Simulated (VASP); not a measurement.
ZnO:

```xyz
4
Lattice="3.0869 0.0000 0.0000 -1.5435 2.6734 0.0000 0.0000 0.0000 5.2038" Properties=species:S:1:pos:R:3 pbc="T T T"
Zn    0.0000    1.7822    0.0000
Zn    1.5435    0.8911    2.6019
O     0.0000    1.7822    1.9884
O     1.5435    0.8911    4.5903
```

This cell differs from its parent crystal: strain -0.050 along x and y, +0.000 along z.

Base run:

```yaml
Program: VASP 6.6.1
Functional: PBEsol
Potentials_or_basis: VASP PAW PBE potentials, release 64 (Zn, O_h)
Cutoff: 910 eV
k_mesh: 9 × 9 × 6
Occupations: gaussian, width 0.05 eV
Spin: no spin polarisation
```

Its results: band gap on the k mesh 0.73 eV, direct; pressure 18.5 GPa; largest force 0.696 eV/Å.

Problem. The run is repeated on the same cell with these changes: potentials or basis from VASP PAW PBE potentials, release 64 (Zn, O_h) to VASP PAW PBE potentials, release 64 (Zn, O); cutoff from 910 eV to 520 eV; further incar settings from ALGO = Normal; EDIFF = 1e-06; NBANDS = 26 to ALGO = Normal; EDIFF = 1e-07; NBANDS = 26. What comes out?

Solution. Band gap on the k mesh 0.73 eV, direct; pressure 18.9 GPa; largest force 0.702 eV/Å.

Caveats: the PAW data sets were made with another functional, which shifts forces and pressure a little; the cutoff is under 1.25 times the usual one of these potentials, so pressure, stress and relaxed cells hold a basis-set (Pulay) error (some runs).

